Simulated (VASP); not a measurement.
# ZnSe (F-43m) in VASP: further runs, part 2 of 2

VASP 6.6.1. The steps go on from the part before.

## 3. Vibrations by perturbation theory, PBEsol

This run uses another cell than the first one, of 22.34 Å³/atom, 1.029 times its volume.

Input file INCAR:

```
PREC = Accurate
ENCUT = 520
EDIFF = 1E-8
ISMEAR = 0
SIGMA = 0.01
LREAL = False
LASPH = True
NELM = 60
ALGO = Normal
ISIF = 2
LWAVE = False
LCHARG = False
GGA = PS
IBRION = 8
NSW = 1
```

Input file KPOINTS:

```
Automatic mesh
0
Gamma
  8 8 8
```

Input file POSCAR:

```
ZnSe
1.0
    2.8165925223      2.8165925223      0.0000000000
   -2.8165925223      2.8165925223      0.0000000000
    0.0000000000      2.8165925223      2.8165925223
Zn Se
1 1
Direct
    0.0000000000      0.0000000000      0.0000000000
    0.7500000000      0.2500000000      0.5000000000
```

Potentials or basis: VASP PAW PBE potentials, release 64 (Zn, Se).

Launch:

```
$ cat potpaw_PBE.64/Zn/POTCAR potpaw_PBE.64/Se/POTCAR > POTCAR
$ mpirun -np 1 vasp_std > vasp.out
```

OUTCAR:

```text
PREC = Accurate
   ENCUT = 520
   EDIFF = 1E-8
   ISMEAR = 0
   LREAL = False
   LASPH = True
   NELM = 60
   ISIF = 2
   GGA = PS
   IBRION = 8
   NSW = 1

 ion  position               nearest neighbor table
   1  0.000  0.000  0.000-   2 2.44   2 2.44   2 2.44   2 2.44
   2  0.750  0.250  0.500-   1 2.44   1 2.44   1 2.44   1 2.44

  LATTYP: Found a face centered cubic cell.
 ALAT       =     5.6331850446

  Lattice vectors:

 A1 = (   0.0000000000,   2.8165925223,   2.8165925223)
 A2 = (   2.8165925223,   0.0000000000,   2.8165925223)
 A3 = (   2.8165925223,   2.8165925223,   0.0000000000)

Analysis of symmetry for initial positions (statically):
=====================================================================
 Subroutine PRICEL returns:
 Original cell was already a primitive cell.

 Routine SETGRP: Setting up the symmetry group for a
 face centered cubic supercell.

 Subroutine GETGRP returns: Found 24 space group operations
 (whereof 24 operations were pure point group operations)
 out of a pool of 48 trial point group operations.

The static configuration has the point symmetry T_d .

Analysis of symmetry for dynamics (positions and initial velocities):
=====================================================================
 Subroutine PRICEL returns:
 Original cell was already a primitive cell.

 Routine SETGRP: Setting up the symmetry group for a
 face centered cubic supercell.

 Subroutine GETGRP returns: Found 24 space group operations
 (whereof 24 operations were pure point group operations)
 out of a pool of 48 trial point group operations.

The dynamic configuration has the point symmetry T_d .

 Subroutine INISYM returns: Found 24 space group operations
 (whereof 24 operations are pure point group operations),
 and found     1 'primitive' translations

----------------------------------------------------------------------------------------

                                     Primitive cell

  volume of cell :      44.6891

  direct lattice vectors                    reciprocal lattice vectors
     2.816592522  2.816592522  0.000000000     0.177519466  0.177519466 -0.177519466
    -2.816592522  2.816592522  0.000000000    -0.177519466  0.177519466 -0.177519466
     0.000000000  2.816592522  2.816592522     0.000000000  0.000000000  0.355038932

  length of vectors
     3.983263345  3.983263345  3.983263345     0.307472734  0.307472734  0.355038932

  position of ions in fractional coordinates (direct lattice)
     0.000000000  0.000000000  0.000000000
     0.750000000  0.250000000  0.500000000

  ion indices of the primitive-cell ions
   primitive index   ion index
                 1           1
                 2           2

----------------------------------------------------------------------------------------
[... 134 lines left out ...]
      5      -4.5905      2.00000
      6      -4.5905      2.00000
      7       1.6465      2.00000
      8       1.6465      2.00000
      9       1.6465      2.00000
     10       2.8900      0.00000
     11       7.3717      0.00000
     12       7.3717      0.00000
     13       7.3717      0.00000
[... 354 lines left out ...]
  band No.  band energies     occupation
      1     -10.7912      2.00000
      2      -4.8739      2.00000
      3      -4.8324      2.00000
      4      -4.6272      2.00000
      5      -4.5837      2.00000
      6      -4.3725      2.00000
      7      -3.3982      2.00000
      8      -0.8615      2.00000
      9       0.1171      2.00000
     10       5.8580      0.00000
     11       7.0576      0.00000
     12       9.0305      0.00000
     13      10.2678      0.00000

 [... further k-points ...]
[... 5 lines left out ...]
  --------------------------------------------------------------------------------------
  -------------------------------------------------------------------------------------
  Total        0.0806123      0.0806123      0.0806123     -0.0000000     -0.0000000      0.0000000
  in kB        2.8900797      2.8900797      2.8900797     -0.0000000     -0.0000000      0.0000000
  external PRESSURE =       2.8900797 kB  Pullay stress =       0.0000000 kB

 VOLUME and BASIS-vectors are now :
 -----------------------------------------------------------------------------
  energy-cutoff  :      520.00
  volume of cell :       44.69
      direct lattice vectors                 reciprocal lattice vectors
     2.816592522  2.816592522  0.000000000     0.177519466  0.177519466 -0.177519466
    -2.816592522  2.816592522  0.000000000    -0.177519466  0.177519466 -0.177519466
     0.000000000  2.816592522  2.816592522     0.000000000  0.000000000  0.355038932

 POSITION                                       TOTAL-FORCE (eV/Angst)
 -----------------------------------------------------------------------------------
      0.00000      0.00000      0.00000         0.000000      0.000000      0.000000
      1.40830      4.22489      1.40830        -0.000000     -0.000000      0.000000
 -----------------------------------------------------------------------------------
    total drift:                               -0.000000     -0.000000     -0.000000

  FREE ENERGIE OF THE ION-ELECTRON SYSTEM (eV)
  ---------------------------------------------------
  free  energy   TOTEN  =        -6.7731364466 eV

  energy  without entropy=       -6.7731364466  energy(sigma->0) =       -6.77313645

[... ionic steps 2 to 3 ...]

--------------------------------------- Ionic step        4  -------------------------------------------

------------------------ aborting loop because EDIFF is reached ----------------------------------------

[... ionic steps 5 to 6 ...]

--------------------------------------- Ionic step        7  -------------------------------------------

 Free energy of the ion-electron system (eV)
  ---------------------------------------------------
  ---------------------------------------------------
  free energy    TOTEN  =        -0.08222392 eV

  energy without entropy =       -0.08222392

------------------------ aborting loop because EDIFF is reached ----------------------------------------

 INTERNAL STRAIN TENSOR  FOR ION    2  DIRECTION 1   (eV/Angst):
 -----------------------------------------------------------------------------
     0.01726  0.00000  0.00000
     0.00000 -0.02774  5.67387
     0.00000  5.67387 -0.02774

 INTERNAL STRAIN TENSOR FOR ION    2 for displacements in x,y,z  (eV/Angst):
          X           Y           Z          XY          YZ          ZX
  --------------------------------------------------------------------------------
  x    -0.00000     0.00000    -0.00000     0.00000     5.67387     0.00000
  y     0.00000     0.00000    -0.00000     0.00000     0.00000     5.67387
  z     0.00000    -0.00000    -0.00000     5.67387     0.00000     0.00000

 SECOND DERIVATIVES (NOT SYMMETRIZED)
 ------------------------------------
               1X          1Y          1Z          2X          2Y          2Z
  1X    -5.798517    0.000000    0.000000    5.798517    0.000000    0.000000
  1Y     0.000000   -5.798517    0.000000    0.000000    5.798517    0.000000
  1Z     0.000000    0.000000   -5.798517    0.000000    0.000000    5.798517
  2X     5.827110   -0.000000    0.000000   -5.827110    0.000000   -0.000000
  2Y     0.000000    5.827110   -0.000000   -0.000000   -5.827110    0.000000
  2Z     0.000000   -0.000000    5.827110   -0.000000    0.000000   -5.827110

 Eigenvectors and eigenvalues of the dynamical matrix
 ----------------------------------------------------

   1 f  =    6.301489 THz    39.593423 2PiTHz  210.195046 cm-1    26.060853 meV
             X         Y         Z           dx          dy          dz
      0.000000  0.000000  0.000000    -0.726132   -0.136079    0.000000
      1.408296  4.224889  1.408296     0.662423    0.124140    0.000000
[... 21 lines left out ...]
   6 f/i=    0.007717 THz     0.048485 2PiTHz    0.257397 cm-1     0.031913 meV
             X         Y         Z           dx          dy          dz
      0.000000  0.000000  0.000000    -0.055538    0.278453    0.611224
      1.408296  4.224889  1.408296    -0.060880    0.305233    0.670008

--------------------------------------------------------------------------------------------------------

 ELASTIC MODULI CONTR FROM IONIC RELAXATION (kBar)
 Direction    XX          YY          ZZ          XY          YZ          ZX
 --------------------------------------------------------------------------------
 XX          -0.0000      0.0000      0.0000     -0.0000      0.0000     -0.0000
 YY           0.0000     -0.0000      0.0000      0.0000     -0.0000     -0.0000
 ZZ           0.0000      0.0000     -0.0000      0.0000      0.0000      0.0000
 XY          -0.0000      0.0000      0.0000   -198.8904      0.0000     -0.0000
 YZ           0.0000     -0.0000      0.0000      0.0000   -198.8904     -0.0000
 ZX          -0.0000     -0.0000      0.0000     -0.0000     -0.0000   -198.8904
 --------------------------------------------------------------------------------
```

OSZICAR:

```text
N       E                     dE             d eps       ncg     rms          rms(c)
DAV:   1     0.851388240246E+02    0.85139E+02   -0.90224E+03   754   0.158E+03
DAV:   2    -0.131146435659E+01   -0.86450E+02   -0.81649E+02   809   0.274E+02
DAV:   3    -0.702361975841E+01   -0.57122E+01   -0.56902E+01   924   0.697E+01
[... 40 lines left out ...]
RMM:   7    -0.822214457851E-01    0.36648E-05    0.72625E-08  4282   0.106E-03    0.277E-04
RMM:   8    -0.822240081310E-01   -0.25623E-05    0.43438E-08  4401   0.346E-04    0.429E-05
RMM:   9    -0.822240202314E-01   -0.12100E-07    0.12969E-08  4289   0.128E-04    0.101E-05
RMM:  10    -0.822239017485E-01    0.11848E-06    0.15761E-08  4270   0.288E-05    0.410E-06
RMM:  11    -0.822239180659E-01   -0.16317E-07    0.18054E-09  3973   0.111E-05    0.221E-06
RMM:  12    -0.822239207750E-01   -0.27091E-08    0.23726E-09  3053   0.388E-06    0.236E-07
 Linear response finished
```

stdout:

```text
POSCAR found type information on POSCAR ZnSe
 POSCAR found :  2 types and       2 ions
 scaLAPACK will be used
 -----------------------------------------------------------------------------
|                                                                             |
|                                                                             |
|     You enforced a specific xc type in the INCAR file but a different       |
|     I HOPE YOU KNOW WHAT YOU ARE DOING!                                     |
|                                                                             |
 -----------------------------------------------------------------------------

 LDA part: xc-table for (Slater+PW92), standard interpolation
 POSCAR, INCAR and KPOINTS ok, starting setup
 FFT: planning ... GRIDC
 FFT: planning ... GRID_SOFT
 FFT: planning ... GRID
 WAVECAR not read
 entering main loop
 Linear response reoptimize wavefunctions to high precision
 Linear response DOF=           2
 Linear response progress:
 first order change of Fermi-energy   0.46874E+00
 force on displaced ion       1 direction 1 :  -5.799  -0.000   0.000
 Linear response progress:
 first order change of Fermi-energy  -0.46944E+00
 force on displaced ion       2 direction 1 :  -5.827  -0.000  -0.000
 Linear response finished
```

It took 2.7 min on 1 thread of Intel Xeon Platinum 8488C (Sapphire Rapids), shared host; peak memory 0.29 GiB.

What came out:

```yaml
Highest_phonon_frequency_at_Γ_LO-TO_splitting_left_out: 210 cm⁻¹
```

Phonon frequencies in cm⁻¹ (negative: imaginary):
```
              q point        frequencies
(0.000, 0.000, 0.000)  0 0 0 210 210 210
```

Caveat: the PAW data sets were made with another functional, which shifts forces and pressure a little.

## 4. Vibrations by perturbation theory, PBEsol

This run uses another cell than the first one, of 23.09 Å³/atom, 1.063 times its volume.

Input file INCAR:

```
SYSTEM = ZnSe
ALGO = Normal
EDIFF = 1E-8
ENCUT = 520
GGA = PS
IBRION = 8
ISIF = 2
ISMEAR = 0
LASPH = .True.
LCHARG = .False.
LREAL = .False.
LWAVE = .False.
NELM = 60
NSW = 1
PREC = Accurate
SIGMA = 0.01
```

Input file KPOINTS:

```
k-points
0
Gamma
  8 8 8
  0 0 0
```

Input file POSCAR:

```
ZnSe
1.0
    2.8473901834      2.8473901834      0.0000000000
   -2.8473901834      2.8473901834      0.0000000000
    0.0000000000      2.8473901834      2.8473901834
Zn Se
1 1
Direct
    0.0000000000      0.0000000000      0.0000000000
    0.7500000000      0.2500000000      0.5000000000
```

Potentials or basis: VASP PAW PBE potentials, release 64 (Zn, Se).

Launch:

```
$ cat potpaw_PBE.64/Zn/POTCAR potpaw_PBE.64/Se/POTCAR > POTCAR
$ mpirun -np 1 vasp_std > vasp.out
```

OUTCAR:

```text
SYSTEM = ZnSe
   EDIFF = 1E-8
   ENCUT = 520
   GGA = PS
   IBRION = 8
   ISIF = 2
   ISMEAR = 0
   LASPH = .True.
   LREAL = .False.
   NELM = 60
   NSW = 1
   PREC = Accurate

 ion  position               nearest neighbor table
   1  0.000  0.000  0.000-   2 2.47   2 2.47   2 2.47   2 2.47
   2  0.750  0.250  0.500-   1 2.47   1 2.47   1 2.47   1 2.47

  LATTYP: Found a face centered cubic cell.
 ALAT       =     5.6947803668

  Lattice vectors:

 A1 = (   0.0000000000,   2.8473901834,   2.8473901834)
 A2 = (   2.8473901834,   0.0000000000,   2.8473901834)
 A3 = (   2.8473901834,   2.8473901834,   0.0000000000)

Analysis of symmetry for initial positions (statically):
=====================================================================
 Subroutine PRICEL returns:
 Original cell was already a primitive cell.

 Routine SETGRP: Setting up the symmetry group for a
 face centered cubic supercell.

 Subroutine GETGRP returns: Found 24 space group operations
 (whereof 24 operations were pure point group operations)
 out of a pool of 48 trial point group operations.

The static configuration has the point symmetry T_d .

Analysis of symmetry for dynamics (positions and initial velocities):
=====================================================================
 Subroutine PRICEL returns:
 Original cell was already a primitive cell.

 Routine SETGRP: Setting up the symmetry group for a
 face centered cubic supercell.

 Subroutine GETGRP returns: Found 24 space group operations
 (whereof 24 operations were pure point group operations)
[... 570 lines left out ...]
    total drift:                               -0.000000      0.000000     -0.000000

  FREE ENERGIE OF THE ION-ELECTRON SYSTEM (eV)
  ---------------------------------------------------
  free  energy   TOTEN  =        -6.7662227174 eV

  energy  without entropy=       -6.7662227174  energy(sigma->0) =       -6.76622272

[... ionic steps 2 to 3 ...]

--------------------------------------- Ionic step        4  -------------------------------------------

------------------------ aborting loop because EDIFF is reached ----------------------------------------

[... ionic steps 5 to 6 ...]

--------------------------------------- Ionic step        7  -------------------------------------------

 Free energy of the ion-electron system (eV)
  ---------------------------------------------------
  ---------------------------------------------------
  free energy    TOTEN  =        -0.08237078 eV

  energy without entropy =       -0.08237078

------------------------ aborting loop because EDIFF is reached ----------------------------------------

 INTERNAL STRAIN TENSOR  FOR ION    2  DIRECTION 1   (eV/Angst):
 -----------------------------------------------------------------------------
     0.01508  0.00000  0.00000
     0.00000 -0.02490  4.55151
     0.00000  4.55151 -0.02490

 INTERNAL STRAIN TENSOR FOR ION    2 for displacements in x,y,z  (eV/Angst):
          X           Y           Z          XY          YZ          ZX
  --------------------------------------------------------------------------------
  x    -0.00000     0.00000     0.00000     0.00000     4.55151     0.00000
  y     0.00000    -0.00000     0.00000     0.00000     0.00000     4.55151
  z     0.00000     0.00000    -0.00000     4.55151     0.00000     0.00000

 SECOND DERIVATIVES (NOT SYMMETRIZED)
 ------------------------------------
               1X          1Y          1Z          2X          2Y          2Z
  1X    -5.303173    0.000000    0.000000    5.303173    0.000000    0.000000
  1Y     0.000000   -5.303173    0.000000    0.000000    5.303173    0.000000
  1Z     0.000000    0.000000   -5.303173    0.000000    0.000000    5.303173
  2X     5.208411   -0.000000    0.000000   -5.208411    0.000000   -0.000000
  2Y     0.000000    5.208411   -0.000000   -0.000000   -5.208411    0.000000
  2Z     0.000000   -0.000000    5.208411   -0.000000    0.000000   -5.208411

 Eigenvectors and eigenvalues of the dynamical matrix
 ----------------------------------------------------

   1 f  =    5.995250 THz    37.669265 2PiTHz  199.980004 cm-1    24.794349 meV
             X         Y         Z           dx          dy          dz
      0.000000  0.000000  0.000000     0.742607    0.000000   -0.000000
      1.423695  4.271085  1.423695    -0.669727    0.000000   -0.000000
[... 21 lines left out ...]
   6 f/i=    0.026881 THz     0.168896 2PiTHz    0.896643 cm-1     0.111169 meV
             X         Y         Z           dx          dy          dz
      0.000000  0.000000  0.000000    -0.340296   -0.007776   -0.576778
      1.423695  4.271085  1.423695    -0.377327   -0.008622   -0.639543

--------------------------------------------------------------------------------------------------------

 ELASTIC MODULI CONTR FROM IONIC RELAXATION (kBar)
 Direction    XX          YY          ZZ          XY          YZ          ZX
 --------------------------------------------------------------------------------
 XX          -0.0000      0.0000     -0.0000     -0.0000      0.0000     -0.0000
 YY           0.0000     -0.0000      0.0000     -0.0000     -0.0000      0.0000
 ZZ          -0.0000      0.0000     -0.0000      0.0000     -0.0000     -0.0000
 XY          -0.0000     -0.0000      0.0000   -137.1390      0.0000      0.0000
 YZ           0.0000     -0.0000     -0.0000      0.0000   -137.1390      0.0000
 ZX          -0.0000      0.0000     -0.0000      0.0000      0.0000   -137.1390
 --------------------------------------------------------------------------------
```

OSZICAR:

```text
N       E                     dE             d eps       ncg     rms          rms(c)
DAV:   1     0.848495519113E+02    0.84850E+02   -0.89248E+03   754   0.153E+03
DAV:   2    -0.132758943112E+01   -0.86177E+02   -0.81648E+02   809   0.270E+02
DAV:   3    -0.701617846043E+01   -0.56886E+01   -0.56612E+01   949   0.705E+01
[... 39 lines left out ...]
RMM:   7    -0.823684161199E-01    0.29841E-05    0.81002E-08  4256   0.105E-03    0.265E-04
RMM:   8    -0.823708574812E-01   -0.24414E-05    0.34920E-08  4365   0.332E-04    0.446E-05
RMM:   9    -0.823708749244E-01   -0.17443E-07    0.72078E-09  4249   0.130E-04    0.991E-06
RMM:  10    -0.823707535441E-01    0.12138E-06    0.15210E-08  4317   0.278E-05    0.486E-06
RMM:  11    -0.823707726148E-01   -0.19071E-07    0.17791E-09  3963   0.109E-05    0.224E-06
RMM:  12    -0.823707761321E-01   -0.35172E-08    0.17968E-09  2846   0.350E-06    0.222E-07
 Linear response finished
```

It took 1.9 min on 1 thread of Intel Xeon Platinum 8488C (Sapphire Rapids), shared host; peak memory 0.3 GiB.

Results:

```
Highest phonon frequency at Γ, LO-TO splitting left out : 200 cm⁻¹
```

Phonon frequencies in cm⁻¹ (negative: imaginary):
```csv
q point,frequencies
"(0.000, 0.000, 0.000)",-1 -1 -1 200 200 200
```

Caveat: the cell wasn't relaxed at this level first, which shifts response properties; the PAW data sets were made with another functional, which shifts forces and pressure a little.
